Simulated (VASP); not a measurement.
Input of a VASP 6.6.1 run:

Contents of INCAR:

```
PREC     = Accurate       # precision mode
ENCUT    = 520            # plane-wave cutoff, eV
EDIFF    = 1E-6           # SCF threshold, eV
ISMEAR   = 0              # smearing method
SIGMA    = 0.1            # smearing width, eV
LREAL    = False          # projectors in reciprocal space
LASPH    = True           # aspherical terms in the spheres
NELM     = 60             # most SCF steps
ALGO     = Normal         # electronic algorithm
ISIF     = 2              # what is computed and relaxed
LWAVE    = False          # write WAVECAR
LCHARG   = False          # write CHGCAR
GGA      = PE             # functional
NBANDS   = 40             # bands
```

The input KPOINTS:

```
regular mesh
0
Gamma
  4 4 4
```

Contents of POSCAR:

```
La2LuN3
1.0
    4.4655211700      0.0000000000      0.0000000000
    0.0000000000      4.4655211700      0.0000000000
    0.0000000000      0.0000000000      7.2098431300
La Lu N
2 1 3
Direct
    0.5000000000      0.0000000000      0.1143385900
    0.0000000000      0.5000000000      0.1143385900
    0.0000000000      0.0000000000      0.3339471900
    0.5000000000      0.0000000000      0.8429510200
    0.0000000000      0.5000000000      0.8429510200
    0.0000000000      0.0000000000      0.7516874300
```

Potentials or basis: VASP PAW PBE potentials, release 64 (La, Lu, N).

The run is started by

```sh
$ cat potpaw_PBE.64/La/POTCAR potpaw_PBE.64/Lu/POTCAR potpaw_PBE.64/N/POTCAR > POTCAR
$ mpirun -np 1 vasp_std > vasp.out
```

(1) Predict the largest force.

(2) What does it give for the pressure?

Answers

(1) 5.088 eV/Å.

(2) 5.0 GPa.

Caveat: forces of over 1 eV/Å act on the atoms, so gaps and moduli don't describe the material at rest.
